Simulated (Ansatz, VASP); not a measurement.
## Two plane-wave programs on NaPt

Contents of INCAR:

```
PREC = Accurate
ENCUT = 520
EDIFF = 1E-6
ISMEAR = 0
SIGMA = 0.15
LREAL = False
LASPH = True
NELM = 60
ALGO = Normal
ISIF = 2
LWAVE = False
LCHARG = False
NBANDS = 16
```

Contents of KPOINTS:

```
regular mesh
0
Gamma
  21 21 10
```

The input POSCAR:

```
NaPt
1.0
    2.8063052859      0.0000000000      0.0000000000
   -1.4031526429      2.4303316683      0.0000000000
    0.0000000000      0.0000000000      4.0775615804
Na Pt
1 1
Direct
    0.6666666667      0.3333333333      0.5000000000
    0.3333333333      0.6666666667      0.0000000000
```

Input for Ansatz:

```yaml
crystal:
  lattice:
    - [2.8063052859, 0.0, 0.0]
    - [-1.4031526429, 2.4303316683, 0.0]
    - [0.0, 0.0, 4.0775615804]
  atoms:
    - { symbol: Na, position: [0.6666666667, 0.3333333333, 0.5] }
    - { symbol: Pt, position: [0.3333333333, 0.6666666667, 0.0] }
basis:
  ecutwfc: 520.0
kpoints:
  mp_grid: { grid: [21, 21, 10] }
hamiltonian:
  xc: lda
  pseudopotentials: { kind: paw }
scf:
  occupations: { method: gaussian, width: 0.15 }
output:
  forces: true
  stress: true
  eigenvalues: true
  write_density: true
  write_potential: true
  elf: true
  volumetric_format: npy
```

Alike in both runs: task single point; functional LDA; k mesh 21 × 21 × 10; occupations gaussian, width 0.15 eV; no spin polarisation.

|  | VASP | Ansatz |
| --- | --- | --- |
| version | VASP 6.6.1 | Ansatz 0.2.0 |
| potentials or method | VASP PAW LDA potentials, release 64 (Na_pv, Pt), cutoff 520 eV | scalar-relativistic, plane waves, PAW |
| valence electrons in the cell | 17 | 27 |

Ansatz gave:

* gap on the k mesh at the Fermi level (eV): none
* pressure (GPa): 17.9
* traceless stress, the component that is largest in VASP (GPa): 22.24

Question: What did VASP give for the same quantities?

Answer: gap on the k mesh at the Fermi level (eV): none; pressure (GPa): 18.5; traceless stress, the component that is largest in VASP (GPa): 22.10.

LDA's correlation is that of Perdew and Zunger in VASP and of Perdew and Wang (1992) in Ansatz. A gap of «none» marks a metal or a gap that the smearing closes. VASP's potentials hold 17 valence electrons a cell and Ansatz's 27, so a difference there can come from the potentials and not from the codes.

Neither program's run includes spin-orbit coupling.
